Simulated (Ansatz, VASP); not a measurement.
# Au in VASP and in Ansatz

```
CELL_PARAMETERS angstrom
2.94350 0.00000 0.00000
-1.47175 2.54914 0.00000
0.00000 0.00000 4.73360
ATOMIC_POSITIONS crystal
Au 0.33333 0.66667 0.75000
Au 0.66667 0.33333 0.25000
```

Change from the starting cell: strain +0.015 along x and y, -0.030 along z, atoms carried along.

Alike in both runs: task single point; functional PBEsol; k mesh 18 × 18 × 10; occupations gaussian, width 0.15 eV; no spin polarisation.

|  | VASP | Ansatz |
| --- | --- | --- |
| version | VASP 6.6.1 | Ansatz 0.2.0 |
| potentials or method | VASP PAW PBE potentials, release 64 (Au), cutoff 520 eV | scalar-relativistic, plane waves, PAW |
| valence electrons in the cell | 22 | 38 |

```tsv
	VASP	Ansatz	Ansatz less VASP
gap on the k mesh at the Fermi level (eV)	none	none	-
pressure (GPa)	-6.4	-6.2	+0.18
traceless stress, the component that is largest in VASP (GPa)	1.88	1.90	+0.020
```

VASP's potentials were made for PBE, not for PBEsol. A gap of «none» marks a metal or a gap that the smearing closes. The functional is the same, so the differences come from potentials, cutoffs and numerics. VASP's potentials hold 22 valence electrons a cell and Ansatz's 38, so a difference there can come from the potentials and not from the codes.

Spin-orbit coupling is off throughout.
